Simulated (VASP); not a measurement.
# Ti3S2 (R32) in VASP: a series of runs

Runs on Ti3S2. Level: PBEsol+U. Tasks: single point.

Program: VASP 6.6.1. These are calculated values, not measurements. Logs are shortened: lines on timing, memory, paths and dates and some standing lists are left out, and cuts for length are marked.

## (1) The cell of the first run

The structure is trigonal, space group R32 (No. 155). The conventional cell has a = 5.426 Å, b = 5.426 Å, c = 9.713 Å, α = 90.00°, β = 90.00°, γ = 120.00°. Within 3.3 Å of Ti (site symmetry 2) lie 4 S at 2.42 to 2.44 Å and 8 Ti at 3.12 to 3.24 Å. Within 3.3 Å of S (site symmetry 3) lie 6 Ti at 2.42 to 2.44 Å and 4 S at 3.13 to 3.26 Å.

## (2) Single point, PBEsol+U

The input, INCAR:

```
SYSTEM = Ti3S2
ALGO = Normal ; EDIFF = 1E-6
ENCUT = 520 ; GGA = PS
ISIF = 2 ; ISMEAR = -1
LASPH = .TRUE. ; LCHARG = .FALSE.
LDAU = .TRUE. ; LDAUJ = 0 0
LDAUL = 2 -1 ; LDAUPRINT = 1
LDAUTYPE = 2 ; LDAUU = 5 0
LMAXMIX = 4 ; LREAL = .FALSE.
LWAVE = .FALSE. ; NBANDS = 32
NELM = 150 ; PREC = Accurate
SIGMA = 0.05
```

The input, KPOINTS:

```
k-points
0
G
  6 6 6
  0 0 0
```

The input, POSCAR:

```
Ti3S2
1.0
    2.7131139241      1.5664170544      3.2376184047
   -2.7131139241      1.5664170544      3.2376184047
    0.0000000000     -3.1328341088      3.2376184047
Ti S
3 2
Direct
    0.0000000000      0.3356550000      0.6643450000
    0.6643450000      0.0000000000      0.3356550000
    0.3356550000      0.6643450000      0.0000000000
    0.1678390000      0.1678390000      0.1678390000
    0.8321610000      0.8321610000      0.8321610000
```

Potentials or basis: VASP PAW PBE potentials, release 64 (Ti_sv, S).

Run with:

```bash
$ cat potpaw_PBE.64/Ti_sv/POTCAR potpaw_PBE.64/S/POTCAR > POTCAR
$ mpirun -np 1 vasp_std > vasp.out
```

OUTCAR:

```text
SYSTEM = Ti3S2
   EDIFF = 1E-6
   ENCUT = 520
   GGA = PS
   ISIF = 2
   ISMEAR = -1
   LASPH = .TRUE.
   LREAL = .FALSE.
   NELM = 150
   PREC = Accurate

 ion  position               nearest neighbor table
   1  0.000  0.336  0.664-   4 2.42   5 2.42   4 2.44   5 2.44
   2  0.664  0.000  0.336-   5 2.42   4 2.42   5 2.44   4 2.44
   3  0.336  0.664  0.000-   4 2.42   5 2.42   4 2.44   5 2.44
   4  0.168  0.168  0.168-   3 2.42   1 2.42   2 2.42   1 2.44   2 2.44   3 2.44
   5  0.832  0.832  0.832-   3 2.42   2 2.42   1 2.42   2 2.44   1 2.44   3 2.44

  LATTYP: Found a trigonal (rhomboedric) cell.
 ALAT       =     4.5051994948
 COS(alpha) =     0.2746660548

  Lattice vectors:

 A1 = (   2.7131139241,   1.5664170544,   3.2376184047)
 A2 = (  -2.7131139241,   1.5664170544,   3.2376184047)
 A3 = (   0.0000000000,  -3.1328341088,   3.2376184047)

Analysis of symmetry for initial positions (statically):
=====================================================================
 Subroutine PRICEL returns:
 Original cell was already a primitive cell.

 Routine SETGRP: Setting up the symmetry group for a
 trigonal (rhombohedral) supercell.

 Subroutine GETGRP returns: Found  6 space group operations
 (whereof  6 operations were pure point group operations)
 out of a pool of 12 trial point group operations.

The static configuration has the point symmetry D_3 .

Analysis of symmetry for dynamics (positions and initial velocities):
=====================================================================
 Subroutine PRICEL returns:
 Original cell was already a primitive cell.

 Routine SETGRP: Setting up the symmetry group for a
 trigonal (rhombohedral) supercell.

 Subroutine GETGRP returns: Found  6 space group operations
 (whereof  6 operations were pure point group operations)
 out of a pool of 12 trial point group operations.

The dynamic configuration has the point symmetry D_3 .

 Subroutine INISYM returns: Found  6 space group operations
 (whereof  6 operations are pure point group operations),
 and found     1 'primitive' translations

----------------------------------------------------------------------------------------

                                     Primitive cell

  volume of cell :      82.5567

  direct lattice vectors                    reciprocal lattice vectors
     2.713113924  1.566417054  3.237618405     0.184290087  0.106399931  0.102956338
    -2.713113924  1.566417054  3.237618405    -0.184290087  0.106399931  0.102956338
     0.000000000 -3.132834109  3.237618405     0.000000000 -0.212799862  0.102956338

  length of vectors
     4.505199495  4.505199495  4.505199495     0.236397523  0.236397523  0.236397523

  position of ions in fractional coordinates (direct lattice)
     0.000000000  0.335655000  0.664345000
     0.664345000  0.000000000  0.335655000
     0.335655000  0.664345000  0.000000000
     0.167839000  0.167839000  0.167839000
     0.832161000  0.832161000  0.832161000

  ion indices of the primitive-cell ions
   primitive index   ion index
                 1           1
                 2           2
                 3           3
                 4           4
                 5           5

----------------------------------------------------------------------------------------

 KPOINTS: k-points

Automatic generation of k-mesh.
[... 24 lines left out ...]
  0.166667  0.000000  0.000000      6.000000
  0.333333 -0.000000  0.000000      6.000000
  0.500000  0.000000  0.000000      3.000000
  0.166667  0.166667  0.000000      6.000000
  0.333333  0.166667  0.000000     12.000000
[... 16 lines left out ...]
  0.500000  0.500000  0.166667      6.000000
 -0.333333  0.500000  0.166667     12.000000
 [... further k-points ...]
   k-points           NKPTS =     32   k-points in BZ     NKDIM =     32   number of bands    NBANDS=     32
   number of dos      NEDOS =    301   number of ions     NIONS =      5
   total plane-waves  NPLWV =  46656
   dimension x,y,z NGX =    36 NGY =   36 NGZ =   36
   dimension x,y,z NGXF=    72 NGYF=   72 NGZF=   72
   ions per type =               3   2
   NGX,Y,Z   is equivalent  to a cutoff of  13.28, 13.28, 13.28 a.u.
   NGXF,Y,Z  is equivalent  to a cutoff of  26.57, 26.57, 26.57 a.u.
 SYSTEM =  Ti3S2
   PREC   = accura    normal or accurate (medium, high low for compatibility)
   ISTART =      0    job   : 0-new  1-cont  2-samecut
   ICHARG =      2    charge: 1-file 2-atom 10-const
   ISPIN  =      1    spin polarized calculation?
   LNONCOLLINEAR =      F non collinear calculations
   LSORBIT =      F    spin-orbit coupling
   LASPH  =      T    aspherical Exc in radial PAW
   ENCUT  =  520.0 eV  38.22 Ry    6.18 a.u.   8.38  8.38  8.38*2*pi/ulx,y,z
   NELM   =    150;   NELMIN=  2; NELMDL= -5     # of ELM steps
   EDIFF  = 0.1E-05   stopping-criterion for ELM
   LREAL  =      F    real-space projection
   EDIFFG = 0.1E-04   stopping-criterion for IOM
   NSW    =      0    number of steps for IOM
   IBRION =     -1    ionic relax: 0-MD 1-quasi-New 2-CG
   NFREE  =      0    steps in history (QN), initial steepest desc. (CG)
   ISIF   =      2    stress and relaxation
   ISYM   =      2    0-nonsym 1-usesym 2-fastsym
   POTIM  = 0.5000    time-step for ionic-motion
   TEBEG  =    0.0;   TEEND  =   0.0 temperature during run
   PSTRESS=    0.0 pullay stress
   NELECT =      48.0000    total number of electrons
   NUPDOWN=      -1.0000    fix difference up-down
   EMIN   =  10.00;   EMAX   =-10.00  energy-range for DOS
   EFERMI =   0.00;   METHOD = LEGACY
   ISMEAR =    -1;   SIGMA  =   0.05  broadening in eV -4-tet -1-fermi 0-gaus
   EFERMI_NEDOS =   21; number of points for ismear=-14 and -15
   IALGO  =     38    algorithm
   IMIX   =      4    mixing-type and parameters
     AMIX     =   0.40;   BMIX     =  1.00
     AMIX_MAG =   1.60;   BMIX_MAG =  1.00
  volume/ion in A,a.u.               =      16.51       111.42
  Fermi-wavevector in a.u.,A,eV,Ry     =   1.366379  2.582082 25.401957  1.866991
  Thomas-Fermi vector in A             =   2.492525
   LORBIT       =      0    0 simple, 1 ext, 2 COOP (PROOUT), +10 PAW based schemes
 LDA+U is selected, type is set to LDAUTYPE =  2
   angular momentum for each species LDAUL =     2   -1
   U (eV)           for each species LDAUU =   5.0  0.0
   J (eV)           for each species LDAUJ =   0.0  0.0
   GGA     = PS    functional components
   LHFCALC =     F    Hartree Fock is set to
   AEXX    =    0.0000 exact exchange contribution
   IVDW    =     0    specifies the selected vdW correction
   LEPSILON=     F    determine dielectric tensor
   LRPA    =     F    only Hartree local field effects (RPA)
 non-spin polarized calculation
  energy-cutoff  :      520.00
  volume of cell :       82.56
 maximum number of plane-waves:      2238
 NGX is ok and might be reduce to    36
   NGX = 17   NGY = 17   NGZ = 17

atom =   1  type =  1  l = 2

 onsite density matrix

spin component  1
[... 83 lines left out ...]
  o =  0.1093  v =  0.0000  0.9316 -0.2091 -0.0000  0.2974  0.0000  0.0000  0.0000  0.0000  0.0000      0.0000  0.0000  0.0000  0.0000  0.0000  0.0000  0.0000  0.0000  0.0000  0.0000
  o =  0.1093  v =  0.0000  0.0000  0.0000  0.0000  0.0000  0.0000  0.9316 -0.2091 -0.0000  0.2974      0.0000  0.0000  0.0000  0.0000  0.0000  0.0000  0.0000  0.0000  0.0000  0.0000
  o =  0.1317  v =  0.0000  0.0000  0.0000  0.0000  0.0000 -0.2331  0.0000 -0.0000  0.9725  0.0000      0.0000  0.0000  0.0000  0.0000  0.0000  0.0000  0.0000  0.0000  0.0000  0.0000
  o =  0.1317  v = -0.2331  0.0000 -0.0000  0.9725  0.0000  0.0000  0.0000  0.0000  0.0000  0.0000      0.0000  0.0000  0.0000  0.0000  0.0000  0.0000  0.0000  0.0000  0.0000  0.0000
  o =  0.2016  v =  0.0000 -0.2931  0.0522  0.0000  0.9547  0.0000  0.0000  0.0000  0.0000  0.0000      0.0000  0.0000  0.0000  0.0000  0.0000  0.0000  0.0000  0.0000  0.0000  0.0000
  o =  0.2016  v =  0.0000  0.0000  0.0000  0.0000  0.0000  0.0000 -0.2931  0.0522  0.0000  0.9547      0.0000  0.0000  0.0000  0.0000  0.0000  0.0000  0.0000  0.0000  0.0000  0.0000
  o =  0.2104  v = -0.9725  0.0000  0.0000 -0.2331 -0.0000  0.0000  0.0000  0.0000  0.0000  0.0000      0.0000  0.0000  0.0000  0.0000  0.0000  0.0000  0.0000  0.0000  0.0000  0.0000
  o =  0.2104  v =  0.0000  0.0000  0.0000  0.0000  0.0000 -0.9725  0.0000  0.0000 -0.2331 -0.0000      0.0000  0.0000  0.0000  0.0000  0.0000  0.0000  0.0000  0.0000  0.0000  0.0000
  o =  0.2521  v =  0.0000  0.0000  0.0000  0.0000  0.0000  0.0000  0.2151  0.9765  0.0000  0.0126      0.0000  0.0000  0.0000  0.0000  0.0000  0.0000  0.0000  0.0000  0.0000  0.0000
  o =  0.2521  v =  0.0000  0.2151  0.9765  0.0000  0.0126  0.0000  0.0000  0.0000  0.0000  0.0000      0.0000  0.0000  0.0000  0.0000  0.0000  0.0000  0.0000  0.0000  0.0000  0.0000

 number of electron      47.9999996 magnetization

 Free energy of the ion-electron system (eV)
  ---------------------------------------------------
  ext. energy  EPLUGINS =         0.00000000
  ---------------------------------------------------
  free energy    TOTEN  =       -27.65350198 eV

  energy without entropy =      -27.64162276  energy(sigma->0) =      -27.64756237

 E-fermi :   8.9295     XC(G=0): -11.4206

 val. band max:        8.8837584271   @ k =   0.5000   0.5000   0.5000
 cond. band min:       8.9329987472   @ k =   0.3333  -0.0000   0.0000
 fundamental gap:      0.0492403201
 Fermi energy:         8.9294878685

 k-point     1 :       0.0000    0.0000    0.0000
  band No.  band energies     occupation
      1     -49.2413      2.00000
      2     -49.1942      2.00000
      3     -49.1942      2.00000
      4     -25.6490      2.00000
      5     -25.6490      2.00000
      6     -25.6057      2.00000
[... 829 lines left out ...]
     31      11.3959      0.00000
     32      11.6976      0.00000

 [... further k-points ...]

------------------------ aborting loop because EDIFF is reached ----------------------------------------

  FORCE on cell =-STRESS in cart. coord.  units (eV):
  Direction    XX          YY          ZZ          XY          YZ          ZX
  --------------------------------------------------------------------------------------
  -------------------------------------------------------------------------------------
  Total        1.5287642      1.5287642      2.2126177      0.0000000     -0.0000000      0.0000000
  in kB       29.6687153     29.6687153     42.9402557      0.0000000     -0.0000000      0.0000000
  external PRESSURE =      34.0925621 kB  Pullay stress =       0.0000000 kB

 VOLUME and BASIS-vectors are now :
 -----------------------------------------------------------------------------
  energy-cutoff  :      520.00
  volume of cell :       82.56
      direct lattice vectors                 reciprocal lattice vectors
     2.713113924  1.566417054  3.237618405     0.184290087  0.106399931  0.102956338
    -2.713113924  1.566417054  3.237618405    -0.184290087  0.106399931  0.102956338
     0.000000000 -3.132834109  3.237618405     0.000000000 -0.212799862  0.102956338

 POSITION                                       TOTAL-FORCE (eV/Angst)
 -----------------------------------------------------------------------------------
     -0.91067     -1.55551      3.23762        -0.068681      0.118958     -0.000000
      1.80244     -0.01091      3.23762        -0.068681     -0.118958     -0.000000
     -0.89177      1.56642      3.23762         0.137361      0.000000     -0.000000
      0.00000      0.00000      1.63020         0.000000     -0.000000     -0.019426
      0.00000      0.00000      8.08266         0.000000     -0.000000      0.019426
 -----------------------------------------------------------------------------------
    total drift:                                0.000000      0.000000     -0.000000

  FREE ENERGIE OF THE ION-ELECTRON SYSTEM (eV)
  ---------------------------------------------------
  free  energy   TOTEN  =       -27.6535019832 eV

  energy  without entropy=      -27.6416227614  energy(sigma->0) =      -27.64756237
```

Wall time 2.9 min (1 thread of AMD EPYC 7R13, shared host); peak memory 0.21 GiB.

What came out:

```
Free energy            : -27.6535 eV
Pressure               : 3.4 GPa
Largest force          : 0.137 eV/Å
Band gap on the k mesh : zero (bands 24 and 25 overlap by 0.28 eV)
```

Forces on the atoms (eV/Å):
```
Ti  -0.069  0.119  0.000
Ti  -0.069 -0.119  0.000
Ti   0.137  0.000  0.000
S    0.000  0.000 -0.019
S    0.000  0.000  0.019
```

Levels at points of the mesh, in eV from the Fermi level:
```tsv
k point	band 21	band 22	band 23	band 24	band 25	band 26	band 27	band 28
(0.00, 0.00, 0.00)	-2.40	-1.41	-0.10	-0.10	0.71	0.71	1.92	2.23
(0.50, 0.00, 0.00)	-1.04	-1.02	-0.68	-0.52	-0.15	1.12	1.58	1.64
(0.50, 0.50, 0.00)	-1.49	-1.04	-0.82	-0.26	0.21	0.87	1.60	1.68
(0.50, 0.50, 0.50)	-0.97	-0.14	-0.14	-0.05	0.43	0.43	1.20	1.20
```

Eigenvalues of the final occupation matrices:
| site | spin | trace | eigenvalues |
| --- | --- | --- | --- |
| site 1 d | 1 | 0.91 | 0.11 0.13 0.20 0.21 0.25 |
| site 1 d | 2 | 0.91 | 0.11 0.13 0.20 0.21 0.25 |
| site 2 d | 1 | 0.91 | 0.11 0.13 0.20 0.21 0.25 |
| site 2 d | 2 | 0.91 | 0.11 0.13 0.20 0.21 0.25 |
| site 3 d | 1 | 0.91 | 0.11 0.13 0.20 0.21 0.25 |
| site 3 d | 2 | 0.91 | 0.11 0.13 0.20 0.21 0.25 |

Caveat: the cell stands under pressure; the PAW data sets were made with another functional, which shifts forces and pressure a little; U without spin polarisation on a metal has little footing.

## (3) Single point, PBEsol+U

The input, INCAR:

```
PREC = Accurate
ENCUT = 520
EDIFF = 1E-7
ISMEAR = -1
SIGMA = 0.05
LREAL = F
LASPH = T
NELM = 150
ALGO = Normal
ISIF = 2
LWAVE = F
LCHARG = F
LMAXMIX = 4
LDAU = T
LDAUTYPE = 2
LDAUL = 2 -1
LDAUU = 6 0
LDAUJ = 0 0
LDAUPRINT = 1
GGA = PS
NBANDS = 32
```

The input, KPOINTS:

```
Automatic mesh
0
Gamma
  6 6 6
```

POSCAR is that of step 2.

Potentials or basis: VASP PAW PBE potentials, release 64 (Ti_sv, S).

Run with:

```bash
$ cat potpaw_PBE.64/Ti_sv/POTCAR potpaw_PBE.64/S/POTCAR > POTCAR
$ mpirun -np 1 vasp_std > vasp.out
```

Run time: 2.9 min. Hardware: 1 thread of AMD EPYC 7R13, shared host; peak memory 0.21 GiB.

The run converged. Its results:

```yaml
Free_energy: -25.4915 eV
Pressure: 5.0 GPa
Largest_force: 0.185 eV/Å
Band_gap_on_the_k_mesh: zero (bands 24 and 25 overlap by 0.28 eV)
```

Forces in eV/Å, atoms in the order of the input:
```
Ti  -0.092  0.160  0.000
Ti  -0.092 -0.160  0.000
Ti   0.185  0.000  0.000
S    0.000  0.000 -0.025
S    0.000  0.000  0.025
```

Stress tensor (GPa, compression positive):
```
4.45 0.00 0.00
0.00 4.45 0.00
0.00 0.00 6.15
```

Levels at points of the mesh, in eV from the Fermi level:
```csv
k point,band 20,band 21,band 22,band 23,band 24,band 25,band 26,band 27,band 28,band 29
"(0.00, 0.00, 0.00)",-4.21,-2.46,-1.41,-0.12,-0.12,0.75,0.75,1.92,2.29,2.29
"(0.50, 0.00, 0.00)",-3.51,-1.08,-1.05,-0.68,-0.55,-0.13,1.18,1.63,1.70,2.00
"(0.50, 0.50, 0.00)",-3.57,-1.51,-1.05,-0.85,-0.28,0.23,0.91,1.63,1.71,1.89
"(0.50, 0.50, 0.50)",-4.40,-1.00,-0.13,-0.13,-0.06,0.46,0.46,1.29,1.29,1.93
```

Eigenvalues of the final occupation matrices:
| site | spin | trace | eigenvalues |
| --- | --- | --- | --- |
| site 1 d | 1 | 0.89 | 0.10 0.13 0.20 0.21 0.25 |
| site 1 d | 2 | 0.89 | 0.10 0.13 0.20 0.21 0.25 |
| site 2 d | 1 | 0.89 | 0.10 0.13 0.20 0.21 0.25 |
| site 2 d | 2 | 0.89 | 0.10 0.13 0.20 0.21 0.25 |
| site 3 d | 1 | 0.89 | 0.10 0.13 0.20 0.21 0.25 |
| site 3 d | 2 | 0.89 | 0.10 0.13 0.20 0.21 0.25 |

Caveat: the cell stands under pressure; the PAW data sets were made with another functional, which shifts forces and pressure a little; U without spin polarisation on a metal has little footing.

## (4) Single point, PBEsol+U

The input, INCAR:

```
SYSTEM = Ti3S2
PREC = Accurate ; ENCUT = 520
EDIFF = 1E-6 ; ISMEAR = -1
SIGMA = 0.05 ; LREAL = .False.
LASPH = .True. ; NELM = 150
ALGO = Normal ; ISIF = 2
LWAVE = .False. ; LCHARG = .False.
LMAXMIX = 4 ; LDAU = .True.
LDAUTYPE = 2 ; LDAUL = 2 -1
LDAUU = 8 0 ; LDAUJ = 0 0
LDAUPRINT = 1 ; GGA = PS
NBANDS = 32
```

The input, KPOINTS:

```
Automatic mesh
0
Gamma
  6 6 6
  0 0 0
```

POSCAR is that of step 3.

Run with:

```bash
$ cat potpaw_PBE.64/Ti_sv/POTCAR potpaw_PBE.64/S/POTCAR > POTCAR
$ mpirun -np 1 vasp_std > vasp.out
```

Wall time 2.8 min (1 thread of AMD EPYC 7R13, shared host); peak memory 0.21 GiB.

The run converged. Its results:

```yaml
Free_energy: -21.2904 eV
Pressure: 8.4 GPa
Largest_force: 0.299 eV/Å
Band_gap_on_the_k_mesh: zero (bands 24 and 25 overlap by 0.27 eV)
```

Forces on the atoms (eV/Å):
```
Ti  -0.149  0.259  0.000
Ti  -0.149 -0.259  0.000
Ti   0.299  0.000  0.000
S    0.000  0.000 -0.035
S    0.000  0.000  0.035
```

Stress tensor (GPa, compression positive):
```
7.68 0.00 0.00
0.00 7.68 0.00
0.00 0.00 9.99
```

Levels at points of the mesh, in eV from the Fermi level:
| k point | band 22 | band 23 | band 24 | band 25 | band 26 | band 27 |
| --- | --- | --- | --- | --- | --- | --- |
| (0.00, 0.00, 0.00) | -1.42 | -0.16 | -0.16 | 0.83 | 0.83 | 1.94 |
| (0.50, 0.00, 0.00) | -1.13 | -0.67 | -0.64 | -0.10 | 1.30 | 1.68 |
| (0.50, 0.50, 0.00) | -1.06 | -0.92 | -0.31 | 0.26 | 0.99 | 1.69 |
| (0.50, 0.50, 0.50) | -0.11 | -0.11 | -0.10 | 0.52 | 0.52 | 1.46 |

Eigenvalues of the final occupation matrices:
```
    site  spin  trace               eigenvalues
site 1 d     1   0.85  0.09 0.11 0.19 0.19 0.26
site 1 d     2   0.85  0.09 0.11 0.19 0.19 0.26
site 2 d     1   0.85  0.09 0.11 0.19 0.19 0.26
site 2 d     2   0.85  0.09 0.11 0.19 0.19 0.26
site 3 d     1   0.85  0.09 0.11 0.19 0.19 0.26
site 3 d     2   0.85  0.09 0.11 0.19 0.19 0.26
```

Caveat: the cell stands under pressure; the PAW data sets were made with another functional, which shifts forces and pressure a little; U without spin polarisation on a metal has little footing.

## (5) The runs side by side

```tsv
U	gap on the mesh (eV)	pressure (GPa)	largest force (eV/Å)
Ti d U = 5.0 eV	none	3.4	0.14
Ti d U = 6.0 eV	none	5.0	0.18
Ti d U = 8.0 eV	none	8.4	0.30
```

Alike in all rows: task single point; level PBEsol+U; potentials or basis VASP PAW PBE potentials, release 64 (Ti_sv, S); no spin polarisation; cell as given; k mesh 6 × 6 × 6; cutoff (eV) 520; smearing fermi-dirac 0.05 eV.

Caveats: the cell stands under pressure; the PAW data sets were made with another functional, which shifts forces and pressure a little; U without spin polarisation on a metal has little footing.

Total energies depend on the potentials used, so only differences within one code and one set of settings carry meaning.
